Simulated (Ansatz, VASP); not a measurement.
## In in VASP and in Ansatz

The input INCAR:

```
SYSTEM = In
PREC     = Accurate       ! precision mode
ENCUT    = 520            ! plane-wave cutoff, eV
EDIFF    = 1E-7           ! SCF threshold, eV
ISMEAR   = -1             ! smearing method
SIGMA    = 0.1            ! smearing width, eV
LREAL    = .False.        ! projectors in reciprocal space
LASPH    = .True.         ! aspherical terms in the spheres
NELM     = 80             ! most SCF steps
ALGO     = Normal         ! electronic algorithm
ISIF     = 2              ! what is computed and relaxed
LWAVE    = .False.        ! write WAVECAR
LCHARG   = .True.         ! write CHGCAR
GGA      = PE             ! functional
LELF     = .True.         ! ELF
LVHAR    = .True.       
NBANDS   = 12             ! bands
```

KPOINTS

```
regular mesh
0
Gamma
  19 19 19
  0 0 0
```

POSCAR

```
In
1.0
    0.0000000000      2.4564965298      2.4564965298
    2.4564965298      0.0000000000      2.4564965298
    2.4564965298      2.4564965298      0.0000000000
In
1
Direct
    0.0000000000      0.0000000000      0.0000000000
```

Input for Ansatz:

```yaml
crystal:
  lattice:
    - [0.0, 2.4564965298, 2.4564965298]
    - [2.4564965298, 0.0, 2.4564965298]
    - [2.4564965298, 2.4564965298, 0.0]
  atoms:
    - { symbol: In, position: [0.0, 0.0, 0.0] }
hamiltonian:
  xc: pbe
  pseudopotentials:
    kind: paw
    azcp:
      In: "pseudopotentials/In.paw.azcp"
basis:
  ecutwfc: 420
  fft_grid_basis: typed
kpoints:
  mp_grid: { grid: [19, 19, 19], shift: [0, 0, 0] }
magnetization:
  spin_polarized: false
scf:
  occupations: { method: fermi_dirac, width: 0.1 }
output:
  stress: true
```

Alike in both runs: task single point; functional PBE; k mesh 19 × 19 × 19; occupations fermi-dirac, width 0.1 eV; no spin polarisation.

|  | VASP | Ansatz |
| --- | --- | --- |
| version | VASP 6.6.1 | Ansatz 0.2.0 |
| potentials or method | VASP PAW PBE potentials, release 64 (In_d), cutoff 520 eV | plane waves (420 eV) with PAW, scalar-relativistic |
| valence electrons in the cell | 13 | 13 |

|  | VASP | Ansatz | Ansatz less VASP |
| --- | --- | --- | --- |
| pressure (GPa) | -2.2 | -2.2 | +0.04 |
